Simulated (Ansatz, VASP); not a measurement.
Na3Rh: VASP beside Ansatz

INCAR

```
PREC = Accurate ; ENCUT = 600
EDIFF = 1E-6 ; ISMEAR = 0
SIGMA = 0.1 ; LREAL = F
LASPH = T ; NELM = 80
ALGO = Fast ; ISIF = 3
LWAVE = F ; LCHARG = F
GGA = PE ; IBRION = 2
NSW = 100 ; EDIFFG = -0.01
```

The input KPOINTS:

```
Automatic mesh
0
Gamma
  10 10 10
```

The input POSCAR:

```
Na3Rh
1.0
    4.4992979162      0.0000000000      0.0000000000
    0.0000000000      4.4992979162      0.0000000000
    0.0000000000      0.0000000000      4.4305041994
Na Rh
3 1
Direct
    0.0000000000      0.5000000000      0.5000000000
    0.5000000000      0.0000000000      0.5000000000
    0.5000000000      0.5000000000      0.0000000000
    0.0000000000      0.0000000000      0.0000000000
```

Input for Ansatz:

```yaml
crystal:
  lattice:
    - [4.4992979162, 0.0, 0.0]
    - [0.0, 4.4992979162, 0.0]
    - [0.0, 0.0, 4.4305041994]
  atoms:
    - { symbol: Na, position: [0.0, 0.5, 0.5] }
    - { symbol: Na, position: [0.5, 0.0, 0.5] }
    - { symbol: Na, position: [0.5, 0.5, 0.0] }
    - { symbol: Rh, position: [0.0, 0.0, 0.0] }
basis:
  ecutwfc: 420
kpoints:
  mp_grid: { grid: [10, 10, 10] }
hamiltonian:
  xc: pbe
scf:
  occupations: { method: gaussian, width: 0.1 }
output:
  forces: true
  stress: true
  eigenvalues: true
relax:
  adjacent_minimum: "off"
  f_tol: 0.01
  max_steps: 80
  cell: { stress_tol: 0.05 }
```

Alike in both runs: task relaxation of cell and atoms; functional PBE; k mesh 10 × 10 × 10; occupations gaussian, width 0.1 eV; no spin polarisation.

|  | VASP | Ansatz |
| --- | --- | --- |
| version | VASP 6.6.1 | Ansatz 0.2.0 |
| potentials or method | VASP PAW PBE potentials, release 64 (Na_pv, Rh_pv), cutoff 600 eV | scalar-relativistic, plane waves, PAW |
| valence electrons in the cell | 36 | 44 |

```csv
,VASP,Ansatz,Ansatz less VASP
"gap on the k mesh at the Fermi level, each at its own relaxed structure (eV)",none,none,-
relaxed volume (Å³/atom),22.42,22.42,0.000
relaxed cell length with the largest relative difference (Å),4.499,4.499,0.0000
```

A gap of «none» marks a metal or a gap that the smearing closes. VASP's potentials hold 36 valence electrons a cell and Ansatz's 44, so a difference there can come from the potentials and not from the codes.

Noted on VASP's run: the relaxation stopped at its first step, so nothing moved.
